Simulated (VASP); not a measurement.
Input of a VASP 6.6.1 run:

Contents of INCAR:

```
PREC = Accurate
ENCUT = 600
EDIFF = 1E-6
ISMEAR = 0
SIGMA = 0.1
LREAL = F
LASPH = T
NELM = 100
ALGO = Fast
ISIF = 3
LWAVE = F
LCHARG = F
GGA = PS
IBRION = 2
NSW = 70
EDIFFG = -0.005
```

Contents of KPOINTS:

```
Automatic mesh
0
Gamma
  14 14 14
```

Contents of POSCAR:

```
ZnAu
1.0
    3.1866969189      0.0000000000      0.0000000000
    0.0000000000      3.1866969189      0.0000000000
    0.0000000000      0.0000000000      3.1866969189
Zn Au
1 1
Direct
    0.5000000000      0.5000000000      0.5000000000
    0.0000000000      0.0000000000      0.0000000000
```

Potentials or basis: VASP PAW PBE potentials, release 64 (Zn, Au).

Command:

```console
$ cat potpaw_PBE.64/Zn/POTCAR potpaw_PBE.64/Au/POTCAR > POTCAR
$ mpirun -np 1 vasp_std > vasp.out
```

(1) What does it give for the relaxed cell?

(2) Estimate the relaxed volume.

## Answers

(1) a = 3.130 Å, b = 3.130 Å, c = 3.130 Å, α = 90.00°, β = 90.00°, γ = 90.00°.

(2) 15.33 Å³/atom.

Caveat: the PAW data sets were made with another functional, which shifts forces and pressure a little.
